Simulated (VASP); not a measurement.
# C (P6/mmm) in VASP: notebook

The runs below take C through relaxation of cell and atoms, with PBE.

All numbers are computed with VASP 6.6.1; they aren't measurements. Logs are shortened: lines on timing, memory, paths and dates and some standing lists are left out, and cuts for length are marked.

## (1) The cell of the first run

It takes space group P6/mmm (No. 191, hexagonal). The conventional cell has a = 1.864 Å, b = 1.864 Å, c = 1.527 Å, α = 90.00°, β = 90.00°, γ = 120.00°. Within 2.0 Å of C (site symmetry 6/mmm) lie 8 C at 1.53 to 1.86 Å.

## (2) Relaxation of cell and atoms, PBE, target pressure 96 GPa, at which the enthalpy is minimised

Contents of INCAR:

```
SYSTEM = C
PREC = Accurate ; ENCUT = 600
EDIFF = 1E-6 ; ISMEAR = -1
SIGMA = 0.1 ; LREAL = .FALSE.
LASPH = .TRUE. ; NELM = 60
ALGO = Normal ; ISIF = 3
LWAVE = .FALSE. ; LCHARG = .FALSE.
GGA = PE ; IBRION = 2
NSW = 32 ; EDIFFG = -0.005
PSTRESS = 960.0
```

Contents of KPOINTS:

```
regular mesh
0
G
  24 24 22
  0 0 0
```

Contents of POSCAR:

```
C
1.0
    1.8644255200      0.0000000000      0.0000000000
   -0.9322127600      1.6146398638      0.0000000000
    0.0000000000      0.0000000000      1.5272833199
C
1
Direct
    0.0000000000      0.0000000000      0.0000000000
```

Potentials or basis: VASP PAW PBE potentials, release 64 (C).

The run is started by

```console
$ cat potpaw_PBE.64/C/POTCAR > POTCAR
$ mpirun -np 1 vasp_std > vasp.out
```

OUTCAR:

```text
SYSTEM = C
   PREC = Accurate
   ENCUT = 600
   EDIFF = 1E-6
   ISMEAR = -1
   LREAL = .FALSE.
   LASPH = .TRUE.
   NELM = 60
   ISIF = 3
   GGA = PE
   IBRION = 2
   NSW = 32
   EDIFFG = -0.005
   PSTRESS = 960.0

 ion  position               nearest neighbor table
   1  0.000  0.000  0.000-

  LATTYP: Found a hexagonal cell.
 ALAT       =     1.8644255200
 C/A-ratio  =     0.8191710012

  Lattice vectors:

 A1 = (   1.8644255200,   0.0000000000,   0.0000000000)
 A2 = (  -0.9322127600,   1.6146398638,   0.0000000000)
 A3 = (   0.0000000000,   0.0000000000,   1.5272833199)

Analysis of symmetry for initial positions (statically):
=====================================================================
 Subroutine PRICEL returns:
 Original cell was already a primitive cell.

 Routine SETGRP: Setting up the symmetry group for a
 hexagonal supercell.

 Subroutine GETGRP returns: Found 24 space group operations
 (whereof 24 operations were pure point group operations)
 out of a pool of 24 trial point group operations.

The static configuration has the point symmetry D_6h.

Analysis of symmetry for dynamics (positions and initial velocities):
=====================================================================
 Subroutine PRICEL returns:
 Original cell was already a primitive cell.

 Routine SETGRP: Setting up the symmetry group for a
 hexagonal supercell.

 Subroutine GETGRP returns: Found 24 space group operations
 (whereof 24 operations were pure point group operations)
 out of a pool of 24 trial point group operations.

The dynamic configuration has the point symmetry D_6h.

 Subroutine INISYM returns: Found 24 space group operations
 (whereof 24 operations are pure point group operations),
 and found     1 'primitive' translations

----------------------------------------------------------------------------------------

                                     Primitive cell

  volume of cell :       4.5977

  direct lattice vectors                    reciprocal lattice vectors
     1.864425520  0.000000000  0.000000000     0.536358245  0.309666577  0.000000000
    -0.932212760  1.614639864  0.000000000     0.000000000  0.619333154  0.000000000
     0.000000000  0.000000000  1.527283320     0.000000000  0.000000000  0.654757364

  length of vectors
     1.864425520  1.864425520  1.527283320     0.619333154  0.619333154  0.654757364

[... 87 lines left out ...]
   TEBEG  =    0.0;   TEEND  =   0.0 temperature during run
   PSTRESS=  960.0 pullay stress
   NELECT =       4.0000    total number of electrons
   NUPDOWN=      -1.0000    fix difference up-down
   EMIN   =  10.00;   EMAX   =-10.00  energy-range for DOS
   EFERMI =   0.00;   METHOD = LEGACY
   ISMEAR =    -1;   SIGMA  =   0.10  broadening in eV -4-tet -1-fermi 0-gaus
   EFERMI_NEDOS =   21; number of points for ismear=-14 and -15
   IALGO  =     38    algorithm
   IMIX   =      4    mixing-type and parameters
     AMIX     =   0.40;   BMIX     =  1.00
     AMIX_MAG =   1.60;   BMIX_MAG =  1.00
  volume/ion in A,a.u.               =       4.60        31.03
  Fermi-wavevector in a.u.,A,eV,Ry     =   1.562841  2.953341 33.231838  2.442471
  Thomas-Fermi vector in A             =   2.665700
   LORBIT       =      0    0 simple, 1 ext, 2 COOP (PROOUT), +10 PAW based schemes
   GGA     = PE    functional components
   LHFCALC =     F    Hartree Fock is set to
   AEXX    =    0.0000 exact exchange contribution
   IVDW    =     0    specifies the selected vdW correction
   LEPSILON=     F    determine dielectric tensor
   LRPA    =     F    only Hartree local field effects (RPA)
 conjugate gradient relaxation of ions
 non-spin polarized calculation
  energy-cutoff  :      600.00
  volume of cell :        4.60
 maximum number of plane-waves:       164
 NGX is ok and might be reduce to    16
   NGX =  7   NGY =  7   NGZ =  7

--------------------------------------- Ionic step        1  -------------------------------------------

 number of electron       4.0000000 magnetization

 Free energy of the ion-electron system (eV)
  ---------------------------------------------------
  ext. energy  EPLUGINS =         0.00000000
  ---------------------------------------------------
  free energy    TOTEN  =        -6.03650452 eV

  energy without entropy =       -6.03218945  energy(sigma->0) =       -6.03434699

------------------------ aborting loop because EDIFF is reached ----------------------------------------

  FORCE on cell =-STRESS in cart. coord.  units (eV):
  Direction    XX          YY          ZZ          XY          YZ          ZX
  --------------------------------------------------------------------------------------
  -------------------------------------------------------------------------------------
  Total        2.7493803      2.7493803      2.7655149      0.0000000      0.0000000      0.0000000
  in kB      958.0873091    958.0873091    963.7097851      0.0000000      0.0000000      0.0000000
  external PRESSURE =      -0.0385323 kB  Pullay stress =     960.0000000 kB
[... 61 lines left out ...]
--------------------------------------- Ionic step        3  -------------------------------------------

 number of electron       4.0000000 magnetization

 Free energy of the ion-electron system (eV)
  ---------------------------------------------------
  ext. energy  EPLUGINS =         0.00000000
  ---------------------------------------------------
  free energy    TOTEN  =        -6.03649152 eV

  energy without entropy =       -6.03217736  energy(sigma->0) =       -6.03433444

 E-fermi :  14.2442     XC(G=0): -14.8764

 val. band max:       14.2041562044   @ k =   0.3333   0.1667   0.1818
 cond. band min:      14.2811795814   @ k =   0.1667   0.1667   0.1364
 fundamental gap:      0.0770233770
 Fermi energy:        14.2442452953

 k-point     1 :       0.0000    0.0000    0.0000
  band No.  band energies     occupation
      1     -11.0623      2.00000
      2      23.4471      0.00000
      3      23.4471      0.00000
      4      31.7429      0.00000
      5      44.5531      0.00000
      6      47.4702      0.00000
[... 199 lines left out ...]
 k-point    24 :       0.4583    0.0417    0.0000
  band No.  band energies     occupation
      1      -0.3504      2.00000
      2       1.8415      2.00000
      3      17.3663      0.00000
      4      34.3214      0.00000
      5      35.0543      0.00000
      6      56.3030      0.00000

 [... further k-points ...]

------------------------ aborting loop because EDIFF is reached ----------------------------------------

  FORCE on cell =-STRESS in cart. coord.  units (eV):
  Direction    XX          YY          ZZ          XY          YZ          ZX
  --------------------------------------------------------------------------------------
  -------------------------------------------------------------------------------------
  Total        2.7532309      2.7532309      2.7531985      0.0000000      0.0000000     -0.0000000
  in kB      959.4340909    959.4340910    959.4228113      0.0000000      0.0000000     -0.0000000
  external PRESSURE =      -0.5696689 kB  Pullay stress =     960.0000000 kB
[... 20 lines left out ...]
  energy  without entropy=       -6.0321773624  energy(sigma->0) =       -6.03433444

  enthalpy is  TOTEN    =        -3.2816366509 eV   P V=        2.7548548644

 reached required accuracy - stopping structural energy minimisation
```

CONTCAR:

```text
C
   1.00000000000000
     1.8642666866293038    0.0000000000000000    0.0000000000000000
    -0.9321333433146519    1.6145023100673714    0.0000000000000000
     0.0000000000000000    0.0000000000000000    1.5275356797569926
  C
     1
Direct
     0.0000000000000000    0.0000000000000000    0.0000000000000000

  0.00000000E+00  0.00000000E+00  0.00000000E+00
```

Wall time 38 s (1 thread of Intel Xeon 8259CL, shared host); peak memory 0.13 GiB.

What came out:

* Free energy: -6.0365 eV
* Energy change on relaxing (the run minimises the enthalpy): +0.0 meV/atom
* Ionic steps: 3
* Pressure after relaxing: 95.9 GPa
* Band gap on the k mesh: zero (bands 2 and 3 overlap by 19.78 eV)

Final structure:
```
CELL_PARAMETERS angstrom
1.86427 0.00000 0.00000
-0.93213 1.61450 0.00000
0.00000 0.00000 1.52754
ATOMIC_POSITIONS crystal
C 0.00000 0.00000 0.00000
```

Caveat: the cell is relaxed towards a set pressure, so the run minimises the enthalpy, not the energy.

## (3) Relaxation of cell and atoms, PBE, target pressure 96 GPa, at which the enthalpy is minimised

This run uses another cell than the first one, of 5.30 Å³/atom.

Contents of INCAR:

```
SYSTEM = C
PREC = Accurate
ENCUT = 600
EDIFF = 1E-7
ISMEAR = -1
SIGMA = 0.1
LREAL = .False.
LASPH = .True.
NELM = 100
ALGO = Normal
ISIF = 3
LWAVE = .False.
LCHARG = .False.
GGA = PE
IBRION = 2
NSW = 60
EDIFFG = -0.005
PSTRESS = 960.0
```

Contents of KPOINTS:

```
regular mesh
0
Gamma
  24 24 22
  0 0 0
```

Contents of POSCAR:

```
C
1.0
    1.8678096906      0.0000000000      0.0000000000
   -0.9339048453      1.6175706415      0.0000000000
    0.0000000000      0.0000000000      1.7557411092
C
1
Direct
    0.0000000000      0.0000000000      0.0000000000
```

Potentials or basis: VASP PAW PBE potentials, release 64 (C).

The run is started by

```console
$ cat potpaw_PBE.64/C/POTCAR > POTCAR
$ mpirun -np 1 vasp_std > vasp.out
```

Run time: 3.3 min. Hardware: 1 thread of Intel Xeon 8259CL, shared host; peak memory 0.13 GiB.

It converged, with:

```yaml
Free_energy: -6.0388 eV
Relaxed_volume: 4.60 Å³/atom
Relaxed_cell: a = 1.864 Å, b = 1.864 Å, c = 1.527 Å, α = 90.00°, β = 90.00°, γ = 120.00°
Space_group_after_relaxing_to_0.1_Å: P6/mmm (No. 191)
Energy_change_on_relaxing_the_run_minimises_the_enthalpy: -48.8 meV/atom
Ionic_steps: 16
Pressure_after_relaxing: 96.0 GPa
Band_gap_on_the_k_mesh: zero (bands 2 and 3 overlap by 19.79 eV)
```

Step by step:
```
step  energy change (eV)  largest force (eV/Å)  pressure (GPa)  volume (Å³)
   1              0.0000                0.0000           11.32         5.30
   2              2.2956                0.0000          532.88         3.37
   3              0.0406                0.0000           93.80         4.54
   4              0.0703                0.0000          104.73         4.48
   5              0.0928                0.0000          112.43         4.44
   6             -0.0361                0.0000          102.64         4.60
   7             -0.0227                0.0000          103.61         4.55
   8             -0.0167                0.0000          104.03         4.54
   9             -0.0192                0.0000          103.84         4.55
  10             -0.0914                0.0000           83.11         4.67
  11             -0.0467                0.0000           96.27         4.59
  12             -0.0462                0.0000           96.40         4.59
  13             -0.0502                0.0000           95.84         4.60
  14             -0.0484                0.0000           96.11         4.60
  15             -0.0494                0.0000           95.84         4.60
  16             -0.0488                0.0000           95.98         4.60
```

Final structure:
```cif
data_structure
_symmetry_space_group_name_H-M 'P 1'
_symmetry_Int_Tables_number 1
_cell_length_a 1.8640
_cell_length_b 1.8640
_cell_length_c 1.5274
_cell_angle_alpha 90.000
_cell_angle_beta 90.000
_cell_angle_gamma 120.000
_cell_volume 4.60
loop_
_atom_site_label
_atom_site_type_symbol
_atom_site_fract_x
_atom_site_fract_y
_atom_site_fract_z
_atom_site_occupancy
C1 C 0.00000 0.00000 0.00000 1
```

Levels at points of the mesh, in eV from the Fermi level:
```csv
k point,band 1,band 2,band 3,band 4,band 5,band 6
"(0.00, 0.00, 0.00)",-25.31,9.21,9.21,17.50,30.31,33.23
"(0.50, 0.00, 0.00)",-14.13,-13.03,3.58,19.50,20.82,42.17
"(0.00, 0.00, 0.50)",-14.38,-10.54,15.08,15.08,32.57,44.54
"(0.50, 0.00, 0.50)",-7.36,-4.09,3.05,9.70,10.65,33.64
```

Caveat: the cell is relaxed towards a set pressure, so the run minimises the enthalpy, not the energy.
